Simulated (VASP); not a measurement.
# Hg (P6/mmm) in VASP: further runs

Hg is run at these levels: PBE+D3(BJ); tasks: single point.

Program: VASP 6.6.1. These are calculated values, not measurements. Logs are shortened: lines on timing, memory, paths and dates and some standing lists are left out, and cuts for length are marked.

## (1) The cell of the first run

Symmetry: P6/mmm, No. 191, hexagonal system. Conventional cell: a = 5.217 Å, b = 5.217 Å, c = 3.075 Å, α = 90.00°, β = 90.00°, γ = 120.00°. Within 4.0 Å of Hg (site symmetry -6m2) lie 11 Hg at 3.01 to 3.38 Å. Within 4.0 Å of Hg (site symmetry 6/mmm) lie 14 Hg at 3.07 to 3.38 Å.

## (2) Single point, PBE+D3(BJ) (24.16 Å³/atom)

INCAR reads:

```
  PREC = Accurate
  ENCUT = 520
  EDIFF = 1E-7
  ISMEAR = 0
  SIGMA = 0.1
  LREAL = F
  LASPH = T
  NELM = 80
  ALGO = Fast
  ISIF = 2
  LWAVE = F
  LCHARG = F
  GGA = PE
  IVDW = 12
  NBANDS = 25
```

KPOINTS reads:

```
regular mesh
0
Gamma
  9 9 14
```

POSCAR reads:

```
Hg
1.0
    5.2174106975      0.0000000000      0.0000000000
   -2.6087053488      4.5184102060      0.0000000000
    0.0000000000      0.0000000000      3.0748298568
Hg
3
Direct
    0.3333333333      0.6666666667      0.5000000000
    0.0000000000      0.0000000000      0.0000000000
    0.6666666667      0.3333333333      0.5000000000
```

Potentials or basis: VASP PAW PBE potentials, release 64 (Hg).

Command:

```console
> cat potpaw_PBE.64/Hg/POTCAR > POTCAR
> mpirun -np 1 vasp_std > vasp.out
```

OUTCAR:

```text
PREC = Accurate
   ENCUT = 520
   EDIFF = 1E-7
   ISMEAR = 0
   LREAL = F
   LASPH = T
   NELM = 80
   ISIF = 2
   GGA = PE
   IVDW = 12
 IVDW          = 12

 ion  position               nearest neighbor table
   1  0.333  0.667  0.500-   3 3.01   3 3.01   3 3.01   2 3.38   2 3.38   2 3.38   2 3.38   2 3.38
                             2 3.38
   2  0.000  0.000  0.000-   1 3.38   3 3.38   1 3.38   3 3.38   3 3.38   3 3.38   1 3.38   1 3.38
                             3 3.38   3 3.38   1 3.38   1 3.38
   3  0.667  0.333  0.500-   1 3.01   1 3.01   1 3.01   2 3.38   2 3.38   2 3.38   2 3.38   2 3.38
                             2 3.38

  LATTYP: Found a hexagonal cell.
 ALAT       =     5.2174106975
 C/A-ratio  =     0.5893401986

  Lattice vectors:

 A1 = (   5.2174106975,   0.0000000000,   0.0000000000)
 A2 = (  -2.6087053488,   4.5184102060,   0.0000000000)
 A3 = (   0.0000000000,   0.0000000000,   3.0748298568)

Analysis of symmetry for initial positions (statically):
=====================================================================
 Subroutine PRICEL returns:
 Original cell was already a primitive cell.

 Routine SETGRP: Setting up the symmetry group for a
 hexagonal supercell.

 Subroutine GETGRP returns: Found 24 space group operations
 (whereof 24 operations were pure point group operations)
 out of a pool of 24 trial point group operations.

The static configuration has the point symmetry D_6h.

Analysis of symmetry for dynamics (positions and initial velocities):
=====================================================================
 Subroutine PRICEL returns:
 Original cell was already a primitive cell.

 Routine SETGRP: Setting up the symmetry group for a
 hexagonal supercell.

 Subroutine GETGRP returns: Found 24 space group operations
 (whereof 24 operations were pure point group operations)
 out of a pool of 24 trial point group operations.

The dynamic configuration has the point symmetry D_6h.

 Subroutine INISYM returns: Found 24 space group operations
 (whereof 24 operations are pure point group operations),
 and found     1 'primitive' translations

----------------------------------------------------------------------------------------

                                     Primitive cell

  volume of cell :      72.4873

  direct lattice vectors                    reciprocal lattice vectors
     5.217410698  0.000000000  0.000000000     0.191665954  0.110658390  0.000000000
    -2.608705349  4.518410206  0.000000000     0.000000000  0.221316781  0.000000000
[... 89 lines left out ...]
   EDIFFG = 0.1E-05   stopping-criterion for IOM
   NSW    =      0    number of steps for IOM
   IBRION =     -1    ionic relax: 0-MD 1-quasi-New 2-CG
   NFREE  =      0    steps in history (QN), initial steepest desc. (CG)
   ISIF   =      2    stress and relaxation
   ISYM   =      2    0-nonsym 1-usesym 2-fastsym
   POTIM  = 0.5000    time-step for ionic-motion
   TEBEG  =    0.0;   TEEND  =   0.0 temperature during run
   PSTRESS=    0.0 pullay stress
   NELECT =      36.0000    total number of electrons
   NUPDOWN=      -1.0000    fix difference up-down
   EMIN   =  10.00;   EMAX   =-10.00  energy-range for DOS
   EFERMI =   0.00;   METHOD = LEGACY
   ISMEAR =     0;   SIGMA  =   0.10  broadening in eV -4-tet -1-fermi 0-gaus
   EFERMI_NEDOS =   21; number of points for ismear=-14 and -15
   IALGO  =     68    algorithm
   IMIX   =      4    mixing-type and parameters
     AMIX     =   0.40;   BMIX     =  1.00
     AMIX_MAG =   1.60;   BMIX_MAG =  1.00
  volume/ion in A,a.u.               =      24.16       163.06
  Fermi-wavevector in a.u.,A,eV,Ry     =   1.296448  2.449931 22.868362  1.680777
  Thomas-Fermi vector in A             =   2.427904
   LORBIT       =      0    0 simple, 1 ext, 2 COOP (PROOUT), +10 PAW based schemes
   GGA     = PE    functional components
   LHFCALC =     F    Hartree Fock is set to
   AEXX    =    0.0000 exact exchange contribution
   IVDW    =    12    specifies the selected vdW correction
   LEPSILON=     F    determine dielectric tensor
   LRPA    =     F    only Hartree local field effects (RPA)
 non-spin polarized calculation
 RMM-DIIS sequential band-by-band and
 Gauss-broadening in eV      SIGMA  =   0.10
  energy-cutoff  :      520.00
  volume of cell :       72.49
 maximum number of plane-waves:      1979
 NGX is ok and might be reduce to    40
   NGX = 19   NGY = 19   NGZ = 11

 number of electron      36.0000001 magnetization

 Free energy of the ion-electron system (eV)
  ---------------------------------------------------
  ext. energy  EPLUGINS =         0.00000000
  ---------------------------------------------------
  free energy    TOTEN  =        -0.34558819 eV

  energy without entropy =       -0.34284621  energy(sigma->0) =       -0.34421720

 E-fermi :   2.5057     XC(G=0): -10.7222

 val. band max:        2.4987001704   @ k =   0.2222   0.2222   0.4286
 cond. band min:       2.5274041774   @ k =   0.2222   0.0000   0.0714
 fundamental gap:      0.0287040070
 Fermi energy:         2.5056893944

 k-point     1 :       0.0000    0.0000    0.0000
  band No.  band energies     occupation
      1      -6.3121      2.00000
      2      -5.3625      2.00000
      3      -4.8359      2.00000
      4      -4.6266      2.00000
      5      -4.4292      2.00000
      6      -4.4292      2.00000
[... 661 lines left out ...]
     24      13.0480      0.00000
     25      13.5776      0.00000

 [... further k-points ...]

------------------------ aborting loop because EDIFF is reached ----------------------------------------

 Edisp (eV)   -1.30129

 E8    (eV) :    -0.5899

  FORCE on cell =-STRESS in cart. coord.  units (eV):
  Direction    XX          YY          ZZ          XY          YZ          ZX
  --------------------------------------------------------------------------------------
  -------------------------------------------------------------------------------------
  Total       1.01530     1.01530     1.08278    -0.00000    -0.00000     0.00000
  in kB      22.44108    22.44108    23.93262    -0.00000    -0.00000     0.00000
  external pressure =       22.94 kB  Pullay stress =        0.00 kB

 VOLUME and BASIS-vectors are now :
 -----------------------------------------------------------------------------
  energy-cutoff  :      520.00
  volume of cell :       72.49
      direct lattice vectors                 reciprocal lattice vectors
     5.217410698  0.000000000  0.000000000     0.191665954  0.110658390  0.000000000
    -2.608705349  4.518410206  0.000000000     0.000000000  0.221316781  0.000000000
     0.000000000  0.000000000  3.074829857     0.000000000  0.000000000  0.325221247

 POSITION                                       TOTAL-FORCE (eV/Angst)
 -----------------------------------------------------------------------------------
     -0.00000      3.01227      1.53741        -0.000000     -0.000000     -0.000000
      0.00000      0.00000      0.00000         0.000000      0.000000     -0.000000
      2.60871      1.50614      1.53741         0.000000      0.000000      0.000000
 -----------------------------------------------------------------------------------
    total drift:                                0.000000     -0.000000      0.000000

  FREE ENERGIE OF THE ION-ELECTRON SYSTEM (eV)
  ---------------------------------------------------
  free  energy   TOTEN  =        -1.6468831042 eV

  energy  without entropy=       -1.6441411239  energy(sigma->0) =       -1.64551211
```

OSZICAR:

```text
N       E                     dE             d eps       ncg     rms          rms(c)
DAV:   1     0.295687867735E+03    0.29569E+03   -0.18670E+04  4816   0.140E+03
DAV:   2     0.731417132349E+01   -0.28837E+03   -0.27333E+03  4882   0.368E+02
DAV:   3    -0.415243085319E+00   -0.77294E+01   -0.76915E+01  5708   0.669E+01
DAV:   4    -0.433362899407E+00   -0.18120E-01   -0.18110E-01  5244   0.290E+00
DAV:   5    -0.433389651598E+00   -0.26752E-04   -0.26750E-04  5667   0.114E-01    0.614E+00
RMM:   6    -0.351498326644E+00    0.81891E-01   -0.19794E-01  4854   0.342E+00    0.455E+00
RMM:   7    -0.346016569800E+00    0.54818E-02   -0.48075E-02  4996   0.136E+00    0.151E+00
RMM:   8    -0.345509724009E+00    0.50685E-03   -0.69287E-03  5029   0.878E-01    0.106E-01
RMM:   9    -0.345548594224E+00   -0.38870E-04   -0.22069E-04  5287   0.121E-01    0.379E-02
RMM:  10    -0.345590519431E+00   -0.41925E-04   -0.74068E-05  5146   0.893E-02    0.245E-02
RMM:  11    -0.345588097755E+00    0.24217E-05   -0.11007E-05  5317   0.260E-02    0.206E-03
RMM:  12    -0.345588192476E+00   -0.94721E-07   -0.48906E-07  4592   0.606E-03
   1 F= -.16468831E+01 E0= -.16455121E+01  d E =-.274198E-02
```

stdout:

```text
POSCAR found type information on POSCAR Hg
 POSCAR found :  1 types and       3 ions
 scaLAPACK will be used
 LDA part: xc-table for (Slater+PW92), standard interpolation
 POSCAR, INCAR and KPOINTS ok, starting setup
 FFT: planning ... GRIDC
 FFT: planning ... GRID_SOFT
 FFT: planning ... GRID
 WAVECAR not read
 entering main loop
```

Wall time 2.6 min (1 thread of Intel Xeon Platinum 8259CL at 2.50GHz (Skylake/Cascade Lake), shared host); peak memory 0.28 GiB.

Results:

```yaml
Free_energy: -1.6469 eV
Pressure: 2.3 GPa
Band_gap_on_the_k_mesh: zero (bands 18 and 19 overlap by 4.28 eV)
Dispersion_energy_per_atom: -0.434 eV
```

Caveat: spin-orbit coupling is left out, which moves the levels of the heavy elements.

[end of part 1 of 2]
